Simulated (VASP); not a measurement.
## ScAlH6: relaxation of cell and atoms with r2SCAN+rVV10

Crystal: ScAlH6.

```
Sc Al H
1.0
     0.00000    3.63743    3.63743
     3.63743    0.00000    3.63743
     3.63743    3.63743    0.00000
Sc Al H
1 1 6
Direct
  0.50000 0.50000 0.50000
  0.00000 0.00000 0.00000
  0.76466 0.23534 0.23534
  0.23534 0.76466 0.76466
  0.23534 0.76466 0.23534
  0.76466 0.23534 0.76466
  0.23534 0.23534 0.76466
  0.76466 0.76466 0.23534
```

```
Program                : VASP 6.6.1
Task                   : relaxation of cell and atoms
Functional             : r2SCAN
Dispersion             : rVV10
Potentials or basis    : VASP PAW PBE potentials, release 64 (Sc_sv, Al, H)
Cutoff                 : 600 eV
k mesh                 : 6 × 6 × 6
Occupations            : fermi-dirac, width 0.03 eV
Spin                   : no spin polarisation
Dipole correction      : no
Further INCAR settings : ALGO = Normal; EDIFF = 1e-07; IBRION = 2; EDIFFG = -0.01; NSW = 100; ISIF = 3
```

- Relaxed volume: 11.92 Å³/atom
- Relaxed cell: a = 5.128 Å, b = 5.128 Å, c = 5.128 Å, α = 60.00°, β = 60.00°, γ = 60.00°
- Space group after relaxing (to 0.1 Å): Fm-3m (No. 225)
- Energy gained by relaxing: 0.5 meV/atom
- Ionic steps: 3
- Pressure after relaxing: -0.1 GPa
- Largest force after relaxing: 0.007 eV/Å
- Band gap on the k mesh: 2.73 eV (least direct gap 3.45 eV)

Forces in eV/Å, atoms in the order of the input:
```
Sc   0.000  0.000  0.000
Al   0.000  0.000  0.000
H    0.007  0.000  0.000
H   -0.007  0.000  0.000
H    0.000  0.007  0.000
H    0.000 -0.007  0.000
H    0.000  0.000  0.007
H    0.000  0.000 -0.007
```

Step by step:
```tsv
step	energy change (eV)	largest force (eV/Å)	pressure (GPa)	volume (Å³)
1	0.0000	0.0961	-0.65	96.25
2	-0.0036	0.0191	-0.24	95.57
3	-0.0039	0.0073	-0.10	95.35
```

Final structure:
```
CELL_PARAMETERS angstrom
0.00000 3.62597 3.62597
3.62597 0.00000 3.62597
3.62597 3.62597 0.00000
ATOMIC_POSITIONS crystal
Sc 0.50000 0.50000 0.50000
Al 0.00000 0.00000 0.00000
H 0.76551 0.23449 0.23449
H 0.23449 0.76551 0.76551
H 0.23449 0.76551 0.23449
H 0.76551 0.23449 0.76551
H 0.23449 0.23449 0.76551
H 0.76551 0.76551 0.23449
```

Levels at points of the mesh, in eV from the valence-band top:
```
           k point  band 6  band 7  band 8  band 9  band 10  band 11  band 12  band 13  band 14  band 15
(0.00, 0.00, 0.00)   -1.60   -1.60   -1.60   -1.20    -1.20     3.20     3.20     3.20     4.72     6.80
(0.50, 0.00, 0.00)   -3.80   -2.48   -2.48   -0.02    -0.02     3.43     3.61     3.61     5.01     5.01
(0.50, 0.50, 0.00)   -2.71   -2.09   -2.09   -1.91    -0.99     2.73     3.60     3.85     3.85     6.84
```

It took 5.6 min on 1 thread of Intel(R) Xeon(R) 6975P-C (Granite Rapids) (shared host), peak memory 0.56 GiB.

Caveat: the PAW data sets were made with another functional, which shifts forces and pressure a little. A k mesh can miss the band edges.
